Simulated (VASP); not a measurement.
Here is a VASP 6.6.1 calculation.

File INCAR:

```
SYSTEM = C
PREC = Accurate
ENCUT = 520
EDIFF = 1E-6
ISMEAR = 0
SIGMA = 0.1
LREAL = .False.
LASPH = .True.
NELM = 80
ALGO = Normal
ISIF = 2
LWAVE = .False.
LCHARG = .True.
LDIPOL = .True.
IDIPOL = 3
DIPOL = 0.5 0.5 0.360
GGA = PE
IVDW = 12
LELF = .True.
LVHAR = .True.
LVACPOTAV = .True.
NBANDS = 16
```

KPOINTS

```
Automatic mesh
0
Gamma
  15 15 1
  0 0 0
```

POSCAR

```
C
1.0
    2.4657005716      0.0000000000      0.0000000000
   -1.2328502858      2.1353593332      0.0000000000
    0.0000000000      0.0000000000     17.5000000000
C
4
Direct
    0.3333333333      0.6666666667      0.2571428571
    0.6666666667      0.3333333333      0.2571428571
    0.3333333333      0.6666666667      0.4634285714
    0.6666666667      0.3333333333      0.4634285714
```

Potentials or basis: VASP PAW PBE potentials, release 64 (C).

The run is started by

```sh
$ cat potpaw_PBE.64/C/POTCAR > POTCAR
$ mpirun -np 1 vasp_std > vasp.out
```

Task: What does it give for the largest force?

Result: 0.005 eV/Å.

Task: Estimate the dispersion energy per atom.

Result: -0.114 eV.

Forces on the atoms (eV/Å):
```
C    0.000  0.000  0.005
C    0.000  0.000  0.005
C    0.000  0.000 -0.005
C    0.000  0.000 -0.005
```
